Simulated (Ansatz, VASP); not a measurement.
**Two plane-wave programs on Ti**

```
CELL_PARAMETERS angstrom
2.86432 0.00000 0.00000
-1.43216 2.48057 0.00000
0.00000 0.00000 4.53965
ATOMIC_POSITIONS crystal
Ti 0.33333 0.66667 0.25000
Ti 0.66667 0.33333 0.75000
```

Alike in both runs: functional LDA; k mesh 20 × 20 × 12; occupations gaussian, width 0.3 eV; no spin polarisation.

Ansatz relaxed the structure, and its values are those at the end. VASP's run is a single point on that final structure, the one shown.

|  | VASP | Ansatz |
| --- | --- | --- |
| version | VASP 6.6.1 | Ansatz 0.2.0 |
| potentials or method | VASP PAW LDA potentials, release 64 (Ti_sv) | scalar-relativistic, plane waves, PAW |
| plane-wave cutoff (eV) | 520 | 420 |
| valence electrons in the cell | 24 | 24 |

Ansatz gave:

| Property | Result |
| --- | --- |
| pressure (GPa) | 0.0 |

Q: What did VASP give for the same quantities?

A: Pressure (GPa): -0.1.

LDA's correlation is that of Perdew and Zunger in VASP and of Perdew and Wang (1992) in Ansatz.
